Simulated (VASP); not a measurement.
# Ni3Ge (Pm-3m) in VASP: notebook, part 2 of 2

VASP 6.6.1. Earlier steps stand in the parts before.

## 3. Single point, PBEsol (10.29 Å³/atom)

This run uses another cell than the first one, of 10.29 Å³/atom.

The input, INCAR:

```
PREC = Accurate
ENCUT = 520
EDIFF = 1E-7
ISMEAR = 0
SIGMA = 0.1
LREAL = F
LASPH = T
NELM = 100
ALGO = Normal
ISIF = 2
LWAVE = F
LCHARG = F
GGA = PS
NBANDS = 30
```

The input, KPOINTS:

```
Automatic mesh
0
Gamma
  12 12 12
```

The input, POSCAR:

```
Ni3Ge
1.0
    3.4529570586      0.0000000000      0.0000000000
    0.0000000000      3.4529570586      0.0000000000
    0.0000000000      0.0000000000      3.4529570586
Ni Ge
3 1
Direct
    0.5000000000      0.0000000000      0.5000000000
    0.0000000000      0.5000000000      0.5000000000
    0.5000000000      0.5000000000      0.0000000000
    0.0000000000      0.0000000000      0.0000000000
```

Potentials or basis: VASP PAW PBE potentials, release 64 (Ni, Ge_d).

On the command line:

```
$ cat potpaw_PBE.64/Ni/POTCAR potpaw_PBE.64/Ge_d/POTCAR > POTCAR
$ mpirun -np 1 vasp_std > vasp.out
```

OUTCAR:

```text
PREC = Accurate
   ENCUT = 520
   EDIFF = 1E-7
   ISMEAR = 0
   LREAL = F
   LASPH = T
   NELM = 100
   ISIF = 2
   GGA = PS

 ion  position               nearest neighbor table
   1  0.500  0.000  0.500-   2 2.44   3 2.44   4 2.44   3 2.44   4 2.44   2 2.44   3 2.44   3 2.44
                             2 2.44   4 2.44   4 2.44   2 2.44
   2  0.000  0.500  0.500-   1 2.44   3 2.44   4 2.44   3 2.44   4 2.44   1 2.44   4 2.44   4 2.44
                             1 2.44   3 2.44   3 2.44   1 2.44
   3  0.500  0.500  0.000-   1 2.44   2 2.44   4 2.44   1 2.44   2 2.44   1 2.44   4 2.44   1 2.44
                             2 2.44   4 2.44   2 2.44   4 2.44
   4  0.000  0.000  0.000-   1 2.44   2 2.44   3 2.44   1 2.44   2 2.44   2 2.44   3 2.44   2 2.44
                             1 2.44   3 2.44   1 2.44   3 2.44

  LATTYP: Found a simple cubic cell.
 ALAT       =     3.4529570586

  Lattice vectors:

 A1 = (   3.4529570586,   0.0000000000,   0.0000000000)
 A2 = (   0.0000000000,   3.4529570586,   0.0000000000)
 A3 = (   0.0000000000,   0.0000000000,   3.4529570586)

Analysis of symmetry for initial positions (statically):
=====================================================================
 Subroutine PRICEL returns:
 Original cell was already a primitive cell.

 Routine SETGRP: Setting up the symmetry group for a
 simple cubic supercell.

 Subroutine GETGRP returns: Found 48 space group operations
 (whereof 48 operations were pure point group operations)
 out of a pool of 48 trial point group operations.

The static configuration has the point symmetry O_h .

Analysis of symmetry for dynamics (positions and initial velocities):
=====================================================================
 Subroutine PRICEL returns:
 Original cell was already a primitive cell.

 Routine SETGRP: Setting up the symmetry group for a
 simple cubic supercell.

 Subroutine GETGRP returns: Found 48 space group operations
 (whereof 48 operations were pure point group operations)
 out of a pool of 48 trial point group operations.

The dynamic configuration has the point symmetry O_h .

[... 124 lines left out ...]
  Fermi-wavevector in a.u.,A,eV,Ry     =   1.673791  3.163006 38.117757  2.801576
  Thomas-Fermi vector in A             =   2.758700
   LORBIT       =      0    0 simple, 1 ext, 2 COOP (PROOUT), +10 PAW based schemes
   GGA     = PS    functional components
   LHFCALC =     F    Hartree Fock is set to
   AEXX    =    0.0000 exact exchange contribution
   IVDW    =     0    specifies the selected vdW correction
   LEPSILON=     F    determine dielectric tensor
   LRPA    =     F    only Hartree local field effects (RPA)
 non-spin polarized calculation
 Gauss-broadening in eV      SIGMA  =   0.10
  energy-cutoff  :      520.00
  volume of cell :       41.17
 maximum number of plane-waves:      1141
 NGX is ok and might be reduce to    28
   NGX = 13   NGY = 13   NGZ = 13

 number of electron      43.9999972 magnetization

 Free energy of the ion-electron system (eV)
  ---------------------------------------------------
  ext. energy  EPLUGINS =         0.00000000
  ---------------------------------------------------
  free energy    TOTEN  =       -24.62003201 eV

  energy without entropy =      -24.61026437  energy(sigma->0) =      -24.61514819

 E-fermi :  11.2181     XC(G=0): -14.0526

 val. band max:       11.2103565847   @ k =   0.0833   0.0833   0.0000
 cond. band min:      11.2397815063   @ k =   0.4167   0.4167   0.3333
 fundamental gap:      0.0294249216
 Fermi energy:        11.2180839616

 k-point     1 :       0.0000    0.0000    0.0000
  band No.  band energies     occupation
      1     -13.4313      2.00000
      2     -13.4313      2.00000
      3     -13.4117      2.00000
      4     -13.4117      2.00000
      5     -13.4117      2.00000
      6      -1.9171      2.00000
[... 781 lines left out ...]
     29      21.6420      0.00000
     30      22.7757      0.00000

 [... further k-points ...]

------------------------ aborting loop because EDIFF is reached ----------------------------------------

  FORCE on cell =-STRESS in cart. coord.  units (eV):
  Direction    XX          YY          ZZ          XY          YZ          ZX
  --------------------------------------------------------------------------------------
  -------------------------------------------------------------------------------------
  Total        4.0775212      4.0775212      4.0775212      0.0000000      0.0000000     -0.0000000
  in kB      158.6840505    158.6840505    158.6840505      0.0000000      0.0000000     -0.0000000
  external PRESSURE =     158.6840505 kB  Pullay stress =       0.0000000 kB

 VOLUME and BASIS-vectors are now :
 -----------------------------------------------------------------------------
  energy-cutoff  :      520.00
  volume of cell :       41.17
      direct lattice vectors                 reciprocal lattice vectors
     3.452957059  0.000000000  0.000000000     0.289606845  0.000000000  0.000000000
     0.000000000  3.452957059  0.000000000     0.000000000  0.289606845  0.000000000
     0.000000000  0.000000000  3.452957059     0.000000000  0.000000000  0.289606845

 POSITION                                       TOTAL-FORCE (eV/Angst)
 -----------------------------------------------------------------------------------
      1.72648      0.00000      1.72648         0.000000      0.000000      0.000000
      0.00000      1.72648      1.72648         0.000000      0.000000      0.000000
      1.72648      1.72648      0.00000         0.000000      0.000000      0.000000
      0.00000      0.00000      0.00000         0.000000      0.000000      0.000000
 -----------------------------------------------------------------------------------
    total drift:                                0.000000      0.000000      0.000000

  FREE ENERGIE OF THE ION-ELECTRON SYSTEM (eV)
  ---------------------------------------------------
  free  energy   TOTEN  =       -24.6200320073 eV

  energy  without entropy=      -24.6102643663  energy(sigma->0) =      -24.61514819
```

OSZICAR:

```text
N       E                     dE             d eps       ncg     rms          rms(c)
DAV:   1     0.309992620466E+03    0.30999E+03   -0.19880E+04  5692   0.339E+03
DAV:   2     0.998755638522E+01   -0.30001E+03   -0.28520E+03  5040   0.530E+02
DAV:   3    -0.270581855905E+02   -0.37046E+02   -0.36266E+02  5376   0.164E+02
DAV:   4    -0.281660719707E+02   -0.11079E+01   -0.11066E+01  5754   0.326E+01
DAV:   5    -0.281892881298E+02   -0.23216E-01   -0.23215E-01  6820   0.411E+00    0.201E+01
DAV:   6    -0.270505551293E+02    0.11387E+01   -0.29888E+01  5868   0.802E+01    0.135E+01
DAV:   7    -0.247352149017E+02    0.23153E+01   -0.11180E+01  5656   0.466E+01    0.435E+00
DAV:   8    -0.246300713019E+02    0.10514E+00   -0.37668E-01  6240   0.572E+00    0.101E+00
DAV:   9    -0.246218449994E+02    0.82263E-02   -0.20010E-02  6466   0.168E+00    0.391E-01
DAV:  10    -0.246200284918E+02    0.18165E-02   -0.22335E-03  7160   0.589E-01    0.955E-02
DAV:  11    -0.246200361977E+02   -0.77058E-05   -0.26748E-04  5722   0.140E-01    0.354E-02
DAV:  12    -0.246200324598E+02    0.37378E-05   -0.18048E-05  6388   0.716E-02    0.750E-03
DAV:  13    -0.246200328010E+02   -0.34116E-06   -0.18335E-06  5974   0.141E-02    0.364E-03
DAV:  14    -0.246200321481E+02    0.65288E-06   -0.34190E-07  5016   0.753E-03    0.796E-04
DAV:  15    -0.246200319762E+02    0.17193E-06   -0.29971E-08  2952   0.163E-03    0.485E-04
DAV:  16    -0.246200320073E+02   -0.31160E-07   -0.46755E-09  2916   0.657E-04
   1 F= -.24620032E+02 E0= -.24615148E+02  d E =-.976764E-02
```

It took 3 min on 1 thread of Intel Xeon 8259CL, shared host; peak memory 0.22 GiB.

What came out:

```
Free energy            : -24.6200 eV
Pressure               : 15.9 GPa
Band gap on the k mesh : zero (bands 22 and 23 overlap by 0.26 eV)
```

Caveat: the cell stands under pressure; the PAW data sets were made with another functional, which shifts forces and pressure a little.

The gap in the log of VASP goes by the Fermi energy; the results here count the filled bands.